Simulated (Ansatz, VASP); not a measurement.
One calculation of CrB3S2, two programs

```
Cr B S
1.0
     4.00287    0.00000    0.00000
    -2.00144    3.46659    0.00000
     0.00000    0.00000    7.28632
Cr B S
1 3 2
Cartesian
  0.0000 0.0000 0.0000
  2.0014 0.0000 0.0000
  -1.0007 1.7333 0.0000
  1.0007 1.7333 0.0000
  0.0000 0.0000 5.0957
  0.0000 0.0000 2.1907
```

Alike in both runs: functional PBE; k mesh 12 × 12 × 6; occupations gaussian, width 0.1 eV; no spin polarisation.

Ansatz relaxed the structure, and its values are those at the end. VASP's run is a single point on that final structure, the one shown.

```csv
,VASP,Ansatz
version,VASP 6.6.1,Ansatz 0.2.0
potentials or method,"VASP PAW PBE potentials, release 64 (Cr_pv, B, S), cutoff 520 eV","scalar-relativistic, plane waves, PAW"
valence electrons in the cell,33,35
```

```csv
,VASP,Ansatz,Ansatz less VASP
gap on the k mesh at the Fermi level (eV),none,none,-
pressure (GPa),-0.2,0.0,+0.17
rms of the force components (eV/Å),0.011,0.000,-0.0113
```

A gap of «none» marks a metal or a gap that the smearing closes. The functional is the same, so the differences come from potentials, cutoffs and numerics. VASP's potentials hold 33 valence electrons a cell and Ansatz's 35, so a difference there can come from the potentials and not from the codes.
